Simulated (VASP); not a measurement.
# W (Im-3m) in VASP: notebook, part 2 of 2

VASP 6.6.1. The steps go on from the part before.

### Step 3. Relaxation of cell and atoms, PBEsol

INCAR

```
SYSTEM = W
PREC = Accurate ; ENCUT = 500
EDIFF = 1E-7 ; ISMEAR = 0
SIGMA = 0.1 ; LREAL = .FALSE.
LASPH = .TRUE. ; NELM = 120
ALGO = Normal ; ISIF = 3
LWAVE = .FALSE. ; LCHARG = .FALSE.
GGA = PS ; IBRION = 2
NSW = 90 ; EDIFFG = -0.04
GGA_COMPAT = .FALSE. ; NELMIN = 4
```

KPOINTS

```
Automatic mesh
0
G
  8 8 8
  0 0 0
```

POSCAR

```
W
1.0
   -1.5784345430      1.5784345430      1.5784345430
    1.5784345430     -1.5784345430      1.5784345430
    1.5784345430      1.5784345430     -1.5784345430
W
1
Direct
    0.0000000000      0.0000000000      0.0000000000
```

Potentials or basis: VASP PAW PBE potentials, release 64 (W_sv).

The run is started by

```bash
$ cat potpaw_PBE.64/W_sv/POTCAR > POTCAR
$ mpirun -np 1 vasp_std > vasp.out
```

OUTCAR:

```text
SYSTEM = W
   PREC = Accurate
   ENCUT = 500
   EDIFF = 1E-7
   ISMEAR = 0
   LREAL = .FALSE.
   LASPH = .TRUE.
   NELM = 120
   ISIF = 3
   GGA = PS
   IBRION = 2
   NSW = 90
   EDIFFG = -0.04
   NELMIN = 4

 ion  position               nearest neighbor table
   1  0.000  0.000  0.000-

  LATTYP: Found a body centered cubic cell.
 ALAT       =     3.1568690860

  Lattice vectors:

 A1 = (  -1.5784345430,   1.5784345430,   1.5784345430)
 A2 = (   1.5784345430,  -1.5784345430,   1.5784345430)
 A3 = (   1.5784345430,   1.5784345430,  -1.5784345430)

Analysis of symmetry for initial positions (statically):
=====================================================================
 Subroutine PRICEL returns:
 Original cell was already a primitive cell.

 Routine SETGRP: Setting up the symmetry group for a
 body centered cubic supercell.

 Subroutine GETGRP returns: Found 48 space group operations
 (whereof 48 operations were pure point group operations)
 out of a pool of 48 trial point group operations.

The static configuration has the point symmetry O_h .

Analysis of symmetry for dynamics (positions and initial velocities):
=====================================================================
 Subroutine PRICEL returns:
 Original cell was already a primitive cell.

 Routine SETGRP: Setting up the symmetry group for a
 body centered cubic supercell.

 Subroutine GETGRP returns: Found 48 space group operations
 (whereof 48 operations were pure point group operations)
 out of a pool of 48 trial point group operations.

The dynamic configuration has the point symmetry O_h .

 Subroutine INISYM returns: Found 48 space group operations
 (whereof 48 operations are pure point group operations),
 and found     1 'primitive' translations

----------------------------------------------------------------------------------------

                                     Primitive cell

  volume of cell :      15.7304

  direct lattice vectors                    reciprocal lattice vectors
    -1.578434543  1.578434543  1.578434543     0.000000000  0.316769550  0.316769550
     1.578434543 -1.578434543  1.578434543     0.316769550  0.000000000  0.316769550
     1.578434543  1.578434543 -1.578434543     0.316769550  0.316769550  0.000000000

  length of vectors
     2.733928825  2.733928825  2.733928825     0.447979794  0.447979794  0.447979794

  position of ions in fractional coordinates (direct lattice)
     0.000000000  0.000000000  0.000000000

  ion indices of the primitive-cell ions
   primitive index   ion index
                 1           1

----------------------------------------------------------------------------------------

 KPOINTS: Automatic mesh

Automatic generation of k-mesh.
 Grid dimensions read from file:
 generate k-points for:    8    8    8

 Generating k-lattice:

  Cartesian coordinates                     Fractional coordinates (reciprocal lattice)
     0.000000000  0.039596194  0.039596194     0.125000000  0.000000000  0.000000000
     0.039596194  0.000000000  0.039596194     0.000000000  0.125000000  0.000000000
     0.039596194  0.039596194  0.000000000     0.000000000  0.000000000  0.125000000

  Length of vectors
     0.055997474  0.055997474  0.055997474

  Shift w.r.t. Gamma in fractional coordinates (k-lattice)
     0.000000000  0.000000000  0.000000000

 Subroutine IBZKPT returns following result:
 ===========================================

 Found     29 irreducible k-points:

 Following reciprocal coordinates:
            Coordinates               Weight
  0.000000  0.000000  0.000000      1.000000
  0.125000  0.000000  0.000000     12.000000
  0.250000  0.000000  0.000000     12.000000
  0.375000  0.000000  0.000000     12.000000
  0.500000  0.000000  0.000000      6.000000
  0.125000  0.125000  0.000000     24.000000
[... 16 lines left out ...]
 -0.250000  0.250000  0.250000      6.000000
 -0.375000  0.375000  0.250000     24.000000
 [... further k-points ...]
   k-points           NKPTS =     29   k-points in BZ     NKDIM =     29   number of bands    NBANDS=     11
   number of dos      NEDOS =    301   number of ions     NIONS =      1
   total plane-waves  NPLWV =   8000
   dimension x,y,z NGX =    20 NGY =   20 NGZ =   20
   dimension x,y,z NGXF=    40 NGYF=   40 NGZF=   40
   ions per type =               1
   NGX,Y,Z   is equivalent  to a cutoff of  12.16, 12.16, 12.16 a.u.
   NGXF,Y,Z  is equivalent  to a cutoff of  24.32, 24.32, 24.32 a.u.
 SYSTEM =  W
   PREC   = accura    normal or accurate (medium, high low for compatibility)
   ISTART =      0    job   : 0-new  1-cont  2-samecut
   ICHARG =      2    charge: 1-file 2-atom 10-const
   ISPIN  =      1    spin polarized calculation?
   LNONCOLLINEAR =      F non collinear calculations
   LSORBIT =      F    spin-orbit coupling
   LASPH  =      T    aspherical Exc in radial PAW
   ENCUT  =  500.0 eV  36.75 Ry    6.06 a.u.   4.98  4.98  4.98*2*pi/ulx,y,z
   NELM   =    120;   NELMIN=  4; NELMDL= -5     # of ELM steps
   EDIFF  = 0.1E-06   stopping-criterion for ELM
   LREAL  =      F    real-space projection
   EDIFFG = -.4E-01   stopping-criterion for IOM
   NSW    =     90    number of steps for IOM
   IBRION =      2    ionic relax: 0-MD 1-quasi-New 2-CG
   NFREE  =      1    steps in history (QN), initial steepest desc. (CG)
   ISIF   =      3    stress and relaxation
   ISYM   =      2    0-nonsym 1-usesym 2-fastsym
   POTIM  = 0.5000    time-step for ionic-motion
   TEBEG  =    0.0;   TEEND  =   0.0 temperature during run
   PSTRESS=    0.0 pullay stress
   NELECT =      14.0000    total number of electrons
   NUPDOWN=      -1.0000    fix difference up-down
   EMIN   =  10.00;   EMAX   =-10.00  energy-range for DOS
   EFERMI =   0.00;   METHOD = LEGACY
   ISMEAR =     0;   SIGMA  =   0.10  broadening in eV -4-tet -1-fermi 0-gaus
   EFERMI_NEDOS =   21; number of points for ismear=-14 and -15
   IALGO  =     38    algorithm
   IMIX   =      4    mixing-type and parameters
     AMIX     =   0.40;   BMIX     =  1.00
     AMIX_MAG =   1.60;   BMIX_MAG =  1.00
  volume/ion in A,a.u.               =      15.73       106.15
  Fermi-wavevector in a.u.,A,eV,Ry     =   1.574723  2.975796 33.739097  2.479754
  Thomas-Fermi vector in A             =   2.675815
   LORBIT       =      0    0 simple, 1 ext, 2 COOP (PROOUT), +10 PAW based schemes
   GGA     = PS    functional components
   LHFCALC =     F    Hartree Fock is set to
   AEXX    =    0.0000 exact exchange contribution
   IVDW    =     0    specifies the selected vdW correction
   LEPSILON=     F    determine dielectric tensor
   LRPA    =     F    only Hartree local field effects (RPA)
 conjugate gradient relaxation of ions
 non-spin polarized calculation
 Gauss-broadening in eV      SIGMA  =   0.10
  energy-cutoff  :      500.00
  volume of cell :       15.73
 maximum number of plane-waves:       420
   NGX =  9   NGY =  9   NGZ =  9

 number of electron      14.0000004 magnetization

 Free energy of the ion-electron system (eV)
  ---------------------------------------------------
  ext. energy  EPLUGINS =         0.00000000
  ---------------------------------------------------
  free energy    TOTEN  =       -13.80472236 eV

  energy without entropy =      -13.80472054  energy(sigma->0) =      -13.80472145

 E-fermi :  11.1549     XC(G=0): -13.8046

 val. band max:       10.8731358145   @ k =   0.1250   0.0000   0.0000
 cond. band min:      11.4376841910   @ k =  -0.2500   0.2500   0.1250
 fundamental gap:      0.5645483766
 Fermi energy:        11.1548907595

 k-point     1 :       0.0000    0.0000    0.0000
  band No.  band energies     occupation
      1     -62.7494      2.00000
      2     -26.2957      2.00000
      3     -26.2957      2.00000
      4     -26.2957      2.00000
      5       1.6908      2.00000
      6      10.1412      2.00000
      7      10.1412      2.00000
      8      10.1412      2.00000
      9      13.6390      0.00000
     10      13.6390      0.00000
     11      25.9453      0.00000
[... 309 lines left out ...]
 k-point    24 :      -0.3750    0.3750    0.2500
  band No.  band energies     occupation
      1     -62.5763      2.00000
      2     -27.2874      2.00000
      3     -26.9149      2.00000
      4     -26.7919      2.00000
      5       6.7949      2.00000
      6       7.5096      2.00000
      7      10.8541      1.99998
      8      11.6547      0.00000
      9      15.1626      0.00000
     10      15.8152      0.00000
     11      25.1988      0.00000

 [... further k-points ...]
[... 5 lines left out ...]
  --------------------------------------------------------------------------------------
  -------------------------------------------------------------------------------------
  Total        0.0279865      0.0279865      0.0279865     -0.0000000      0.0000000     -0.0000000
  in kB        2.8504894      2.8504894      2.8504894     -0.0000000      0.0000000     -0.0000000
  external PRESSURE =       2.8504894 kB  Pullay stress =       0.0000000 kB

 VOLUME and BASIS-vectors are now :
 -----------------------------------------------------------------------------
  energy-cutoff  :      500.00
  volume of cell :       15.73
      direct lattice vectors                 reciprocal lattice vectors
    -1.578434543  1.578434543  1.578434543     0.000000000  0.316769550  0.316769550
     1.578434543 -1.578434543  1.578434543     0.316769550  0.000000000  0.316769550
     1.578434543  1.578434543 -1.578434543     0.316769550  0.316769550  0.000000000

 POSITION                                       TOTAL-FORCE (eV/Angst)
 -----------------------------------------------------------------------------------
      0.00000      0.00000      0.00000        -0.000000      0.000000     -0.000000
 -----------------------------------------------------------------------------------
    total drift:                                0.000000     -0.000000      0.000000

  FREE ENERGIE OF THE ION-ELECTRON SYSTEM (eV)
  ---------------------------------------------------
  free  energy   TOTEN  =       -13.8047223614 eV

  energy  without entropy=      -13.8047205368  energy(sigma->0) =      -13.80472145

 reached required accuracy - stopping structural energy minimisation
```

OSZICAR:

```text
N       E                     dE             d eps       ncg     rms          rms(c)
DAV:   1     0.756040551270E+02    0.75604E+02   -0.79253E+03   646   0.141E+03
DAV:   2    -0.128207374226E+02   -0.88425E+02   -0.86121E+02   701   0.335E+02
DAV:   3    -0.144736317956E+02   -0.16529E+01   -0.16339E+01   719   0.439E+01
DAV:   4    -0.144825600175E+02   -0.89282E-02   -0.89277E-02   689   0.359E+00
DAV:   5    -0.144826294571E+02   -0.69440E-04   -0.69440E-04   735   0.321E-01    0.219E+01
DAV:   6    -0.139552767440E+02    0.52735E+00   -0.59835E-01   674   0.102E+01    0.881E+00
DAV:   7    -0.138104252981E+02    0.14485E+00   -0.32396E-01   689   0.697E+00    0.633E-01
DAV:   8    -0.138047406166E+02    0.56847E-02   -0.38754E-03   656   0.949E-01    0.779E-02
DAV:   9    -0.138047220962E+02    0.18520E-04   -0.81938E-05   708   0.113E-01    0.545E-02
DAV:  10    -0.138047222270E+02   -0.13078E-06   -0.11757E-05   686   0.485E-02    0.118E-02
DAV:  11    -0.138047224186E+02   -0.19159E-06   -0.24989E-07   650   0.584E-03    0.802E-04
DAV:  12    -0.138047223614E+02    0.57136E-07   -0.44219E-09   340   0.799E-04
   1 F= -.13804722E+02 E0= -.13804721E+02  d E =-.138047E+02
```

CONTCAR:

```text
W
   1.00000000000000
    -1.5784345430000000    1.5784345430000000    1.5784345430000000
     1.5784345430000000   -1.5784345430000000    1.5784345430000000
     1.5784345430000000    1.5784345430000000   -1.5784345430000000
  W
     1
Direct
     0.0000000000000000    0.0000000000000000    0.0000000000000000

  0.00000000E+00  0.00000000E+00  0.00000000E+00
```

Wall time 4.6 s (1 thread of Intel Xeon Platinum 8259CL at 2.50GHz (Skylake/Cascade Lake), shared host); peak memory 0.12 GiB.

Results:

```yaml
Free_energy: -13.8047 eV
Pressure_after_relaxing: 0.3 GPa
Band_gap_on_the_k_mesh: zero (bands 7 and 8 overlap by 6.48 eV)
```

Final structure:
```yaml
crystal:
  lattice:
    - [-1.57843, 1.57843, 1.57843]
    - [1.57843, -1.57843, 1.57843]
    - [1.57843, 1.57843, -1.57843]
  atoms:
    - { symbol: W, position: [0.00000, 0.00000, 0.00000] }
```

Levels at points of the mesh, in eV from the Fermi level:
| k point | band 4 | band 5 | band 6 | band 7 | band 8 | band 9 | band 10 | band 11 |
| --- | --- | --- | --- | --- | --- | --- | --- | --- |
| (0.00, 0.00, 0.00) | -37.45 | -9.46 | -1.01 | -1.01 | -1.01 | 2.48 | 2.48 | 14.79 |
| (0.50, 0.00, 0.00) | -37.46 | -6.11 | -3.38 | 0.95 | 2.39 | 3.37 | 6.47 | 11.43 |
| (0.50, 0.50, 0.50) | -38.38 | -5.68 | -5.68 | 5.47 | 5.47 | 5.47 | 8.55 | 8.55 |

Caveat: the PAW data sets were made with another functional, which shifts forces and pressure a little; spin-orbit coupling is left out, which moves the levels of the heavy elements.

The gap in the log of VASP goes by the Fermi energy; the results here count the filled bands.